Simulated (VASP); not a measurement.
Write the native input for VASP 6.6.1 that does the following.

* Task: single point
* Functional: r2SCAN
* Potentials or basis: VASP PAW PBE potentials, release 64 (Bi_d)
* Cutoff: 520 eV
* k mesh: 7 × 7 × 7
* Occupations: fermi-dirac, width 0.05 eV
* Spin: no spin polarisation
* Dipole correction: no
* Further INCAR settings: ALGO = Normal; EDIFF = 1e-06; NBANDS = 22

The system is Bi.

```
Bi
1.0
     1.61096    0.93009    5.23802
    -1.61096    0.93009    5.23802
     0.00000   -1.86018    5.23802
Bi
2
Direct
  0.75000 0.75000 0.75000
  0.25000 0.25000 0.25000
```

This isn't the form of Bi at room conditions, which is rhombohedral.

These files were run (other wordings do the same):

POSCAR

```
Bi
1.0
    1.6109627710      0.9300897895      5.2380161757
   -1.6109627710      0.9300897895      5.2380161757
    0.0000000000     -1.8601795789      5.2380161757
Bi
2
Direct
    0.7500005893      0.7500005893      0.7500005893
    0.2499994107      0.2499994107      0.2499994107
```

INCAR.step1

```
SYSTEM = Bi
ALGO     = Normal         ! electronic algorithm
EDIFF    = 1E-4           ! SCF threshold, eV
ENCUT    = 520            ! plane-wave cutoff, eV
GGA      = PE             ! functional
ISMEAR   = -1             ! smearing method
LASPH    = .True.         ! aspherical terms in the spheres
LCHARG   = .False.        ! write CHGCAR
LREAL    = .False.        ! projectors in reciprocal space
LWAVE    = .True.         ! write WAVECAR
NBANDS   = 22             ! bands
NELM     = 100            ! most SCF steps
PREC     = Accurate       ! precision mode
SIGMA    = 0.05           ! smearing width, eV
```

INCAR.step2

```
SYSTEM = Bi
ALGO     = Normal         ! electronic algorithm
EDIFF    = 1E-6           ! SCF threshold, eV
ENCUT    = 520            ! plane-wave cutoff, eV
ISIF     = 2              ! what is computed and relaxed
ISMEAR   = -1             ! smearing method
ISTART   = 1            
LASPH    = .True.         ! aspherical terms in the spheres
LCHARG   = .False.        ! write CHGCAR
LMIXTAU  = .True.       
LREAL    = .False.        ! projectors in reciprocal space
LWAVE    = .False.        ! write WAVECAR
METAGGA  = R2SCAN         ! meta-GGA
NBANDS   = 22             ! bands
NELM     = 100            ! most SCF steps
PREC     = Accurate       ! precision mode
SIGMA    = 0.05           ! smearing width, eV
```

KPOINTS

```
k-points
0
Gamma
  7 7 7
  0 0 0
```

Potentials or basis: VASP PAW PBE potentials, release 64 (Bi_d).

Command:

```bash
$ cat potpaw_PBE.64/Bi_d/POTCAR > POTCAR
$ cp INCAR.step1 INCAR
$ mpirun -np 1 vasp_std > vasp.out
$ cp INCAR.step2 INCAR
$ mpirun -np 1 vasp_std > vasp.out
```

It gave:

```
Pressure               : 30.1 GPa
Band gap on the k mesh : zero (bands 15 and 16 overlap by 8.57 eV)
```

Caveat: the cell stands under pressure; the PAW data sets were made with another functional, which shifts forces and pressure a little; spin-orbit coupling is left out, which moves the levels of the heavy elements.

It took 3.4 min on 1 thread of Intel(R) Xeon(R) 6975P-C (Granite Rapids) (shared host), peak memory 0.28 GiB.
